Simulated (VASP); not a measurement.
Wanted: the native input for a VASP 6.6.1 run.

| Property | Result |
| --- | --- |
| Task | relaxation of cell and atoms |
| Functional | PBEsol |
| Potentials or basis | VASP PAW PBE potentials, release 64 (Mg, S) |
| Cutoff | 600 eV |
| k mesh | 8 × 8 × 8 |
| Occupations | gaussian, width 0.02 eV |
| Spin | no spin polarisation |
| Dipole correction | no |
| Further INCAR settings | ALGO = Normal; EDIFF = 1e-07; IBRION = 2; EDIFFG = -0.002; NSW = 100; ISIF = 3 |

The structure of MgS (a.bA) lies in POSCAR:

```
MgS
1.0
    0.0000000000      2.5950000000      2.5950000000
    2.5950000000      0.0000000000      2.5950000000
    2.5950000000      2.5950000000      0.0000000000
Mg S
1 1
Direct
    0.0000000000      0.0000000000      0.0000000000
    0.5000000000      0.5000000000      0.5000000000
```

These files were run (other wordings do the same):

INCAR

```
PREC     = Accurate       # precision mode
ENCUT    = 600            # plane-wave cutoff, eV
EDIFF    = 1E-7           # SCF threshold, eV
ISMEAR   = 0              # smearing method
SIGMA    = 0.02           # smearing width, eV
LREAL    = False          # projectors in reciprocal space
LASPH    = True           # aspherical terms in the spheres
NELM     = 120            # most SCF steps
ALGO     = Normal         # electronic algorithm
ISIF     = 3              # what is computed and relaxed
LWAVE    = False          # write WAVECAR
LCHARG   = False          # write CHGCAR
GGA      = PS             # functional
IBRION   = 2              # ionic algorithm
NSW      = 100            # ionic steps
EDIFFG   = -0.002         # ionic threshold
GGA_COMPAT= False        
NELMIN   = 4
```

KPOINTS

```
Automatic mesh
0
Gamma
  8 8 8
```

Potentials or basis: VASP PAW PBE potentials, release 64 (Mg, S).

Run with:

```bash
$ cat potpaw_PBE.64/Mg/POTCAR potpaw_PBE.64/S/POTCAR > POTCAR
$ mpirun -np 1 vasp_std > vasp.out
```

It gave:

The relaxed volume is 17.36 Å³/atom and the relaxed cell is a = 3.662 Å, b = 3.662 Å, c = 3.662 Å, α = 60.00°, β = 60.00°, γ = 60.00°. The space group after relaxing (to 0.05 Å) is Fm-3m (No. 225), the energy gained by relaxing is 0.2 meV/atom and the ionic steps are 3. The pressure after relaxing is 0.0 GPa. The band gap on the k mesh is 2.73 eV, indirect (least direct gap 3.71 eV).

Caveat: the PAW data sets were made with another functional, which shifts forces and pressure a little.

It took 26 s on 1 thread of Intel Xeon 6975P-C, with other jobs on the host, peak memory 0.17 GiB.
